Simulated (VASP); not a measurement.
Set up this calculation in VASP 6.6.1, as the native input.

```yaml
Task: electric field gradients
Functional: PBEsol
Potentials_or_basis: VASP PAW PBE potentials, release 64 (Ba_sv, Te)
Cutoff: 520 eV
k_mesh: 10 × 10 × 10
Occupations: fermi-dirac, width 0.05 eV
Spin: no spin polarisation
Dipole_correction: no
Further_INCAR_settings: ALGO = Normal; EDIFF = 1e-08; NBANDS = 15
```

The structure of BaTe lies in POSCAR:

```
BaTe
1.0
    0.0341000000      3.4270500000      3.4270500000
    3.4270500000      0.0341000000      3.4270500000
    3.4270500000      3.4270500000      0.0341000000
Ba Te
1 1
Direct
    0.0000000000      0.0000000000      0.0000000000
    0.5000000000      0.5000000000      0.5000000000
```

This cell differs from its parent crystal: equal xy, yz and zx shear strains of +1 %.

One way to write it, as run:

INCAR

```
  PREC = Accurate
  ENCUT = 520
  EDIFF = 1E-8
  ISMEAR = -1
  SIGMA = 0.05
  LREAL = F
  LASPH = T
  NELM = 60
  ALGO = Normal
  ISIF = 2
  LWAVE = F
  LCHARG = F
  GGA = PS
  LEFG = T
  NBANDS = 15
```

KPOINTS

```
Automatic mesh
0
Gamma
  10 10 10
```

Potentials or basis: VASP PAW PBE potentials, release 64 (Ba_sv, Te).

Run with:

```bash
$ cat potpaw_PBE.64/Ba_sv/POTCAR potpaw_PBE.64/Te/POTCAR > POTCAR
$ mpirun -np 1 vasp_std > vasp.out
```

It gave:

- Pressure: 2.4 GPa
- Band gap on the k mesh: 1.22 eV (least direct gap 1.60 eV)
- Largest electric field gradient by atom: Ba -3.8; Te +4.5 V/Å²

Caveat: the cell differs from its parent crystal (equal xy, yz and zx shear strains of +1 %); without QUAD_EFG the Cq values of the log hold for a quadrupole moment of 1 mb, not for the nuclei; the PAW data sets were made with another functional, which shifts forces and pressure a little; spin-orbit coupling is left out, which moves the levels of the heavy elements.

Run time: 3.5 min on 1 thread of Oxide Virtual Turin-like Processor (shared host), peak memory 0.27 GiB.
